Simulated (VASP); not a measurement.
Set up this calculation in VASP 6.6.1, as the native input.

```yaml
Task: single point
Functional: PBEsol-based screened hybrid with 25 % exact exchange
Potentials_or_basis: VASP PAW PBE potentials, release 64 (Ag)
Cutoff: 520 eV
k_mesh: 5 × 5 × 3
Occupations: fermi-dirac, width 0.05 eV
Spin: no spin polarisation
Dipole_correction: no
Grid_for_exact_exchange_PRECFOCK: Normal
Share_of_exact_exchange: 0.25
Further_INCAR_settings: ALGO = Normal; EDIFF = 1e-06; NBANDS = 18
Screening_parameter: 0.207 1/Å
```

The system is Ag.

```
CELL_PARAMETERS angstrom
2.93000 0.00000 0.00000
-1.46500 2.53745 0.00000
0.00000 0.00000 4.79000
ATOMIC_POSITIONS crystal
Ag 0.66667 0.33333 0.75000
Ag 0.33333 0.66667 0.25000
```

This isn't the form of Ag at room conditions, which is fcc.

The input as run:

POSCAR

```
Ag
1.0
    2.9300000000      0.0000000000      0.0000000000
   -1.4650000000      2.5374544331      0.0000000000
    0.0000000000      0.0000000000      4.7900000000
Ag
2
Direct
    0.6666666667      0.3333333333      0.7500000000
    0.3333333333      0.6666666667      0.2500000000
```

INCAR.step1

```
SYSTEM = Ag
PREC     = Accurate       ! precision mode
ENCUT    = 520            ! plane-wave cutoff, eV
EDIFF    = 1E-5           ! SCF threshold, eV
ISMEAR   = -1             ! smearing method
SIGMA    = 0.05           ! smearing width, eV
LREAL    = .FALSE.        ! projectors in reciprocal space
LASPH    = .TRUE.         ! aspherical terms in the spheres
NELM     = 60             ! most SCF steps
ALGO     = Normal         ! electronic algorithm
ISIF     = 2              ! what is computed and relaxed
LWAVE    = .TRUE.         ! write WAVECAR
LCHARG   = .FALSE.        ! write CHGCAR
GGA      = PE             ! functional
NBANDS   = 18             ! bands
```

INCAR.step2

```
SYSTEM = Ag
PREC     = Accurate       ! precision mode
ENCUT    = 520            ! plane-wave cutoff, eV
EDIFF    = 1E-6           ! SCF threshold, eV
ISMEAR   = -1             ! smearing method
SIGMA    = 0.05           ! smearing width, eV
LREAL    = .FALSE.        ! projectors in reciprocal space
LASPH    = .TRUE.         ! aspherical terms in the spheres
NELM     = 60             ! most SCF steps
ALGO     = Normal         ! electronic algorithm
ISIF     = 2              ! what is computed and relaxed
LWAVE    = .FALSE.        ! write WAVECAR
LCHARG   = .FALSE.        ! write CHGCAR
GGA      = PS             ! functional
LHFCALC  = .TRUE.         ! exact exchange
AEXX     = 0.25           ! exact-exchange fraction
HFSCREEN = 0.207          ! screening, 1/A
PRECFOCK = Normal       
ISTART   = 1            
NBANDS   = 18             ! bands
```

KPOINTS

```
Automatic mesh
0
G
  5 5 3
  0 0 0
```

Potentials or basis: VASP PAW PBE potentials, release 64 (Ag).

Command:

```bash
$ cat potpaw_PBE.64/Ag/POTCAR > POTCAR
$ cp INCAR.step1 INCAR
$ mpirun -np 1 vasp_std > vasp.out
$ cp INCAR.step2 INCAR
$ mpirun -np 1 vasp_std > vasp.out
```

Results of the run:

* Pressure: -5.6 GPa
* Band gap on the k mesh: zero (bands 11 and 12 overlap by 5.92 eV)

Caveat: the k points lie up to 0.50 Å⁻¹ apart, too coarse for converged energies and pressures of a metal; the PAW data sets were made with another functional, which shifts forces and pressure a little.

Wall time 9.3 min on 1 thread of Intel(R) Xeon(R) Platinum 8559C (Emerald Rapids) (shared host), peak memory 0.26 GiB.
